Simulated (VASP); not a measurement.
A run of VASP 6.6.1 is set up as follows.

Contents of INCAR:

```
SYSTEM = SiGe
PREC = Accurate
ENCUT = 500
EDIFF = 1E-6
ISMEAR = 0
SIGMA = 0.02
LREAL = .FALSE.
LASPH = .TRUE.
NELM = 120
ALGO = Normal
ISIF = 2
LWAVE = .FALSE.
LCHARG = .FALSE.
GGA = PS
NBANDS = 26
GGA_COMPAT = .FALSE.
```

The input KPOINTS:

```
Automatic mesh
0
G
  9 9 6
  0 0 0
```

The input POSCAR:

```
SiGe
1.0
    3.8420878787      0.0000000000      0.0000000000
   -1.9210439394      3.3273457065      0.0000000000
    0.0000000000      0.0000000000      6.4657209797
Si Ge
2 2
Direct
    0.3333333333      0.6666666667      0.0012587919
    0.6666666667      0.3333333333      0.5012587919
    0.3333333333      0.6666666667      0.3727412081
    0.6666666667      0.3333333333      0.8727412081
```

Potentials or basis: VASP PAW PBE potentials, release 64 (Si, Ge_d).

The run is started by

```sh
$ cat potpaw_PBE.64/Si/POTCAR potpaw_PBE.64/Ge_d/POTCAR > POTCAR
$ mpirun -np 1 vasp_std > vasp.out
```

(1) What does it give for the band gap on the k mesh?

(2) Predict the pressure.

## Answers

(1) 0.32 eV (least direct gap 0.66 eV).

(2) 2.2 GPa.

Caveat: the cell differs from its parent crystal (strained cell); semilocal functionals underestimate gaps, and a narrow one can read as zero; the PAW data sets were made with another functional, which shifts forces and pressure a little.
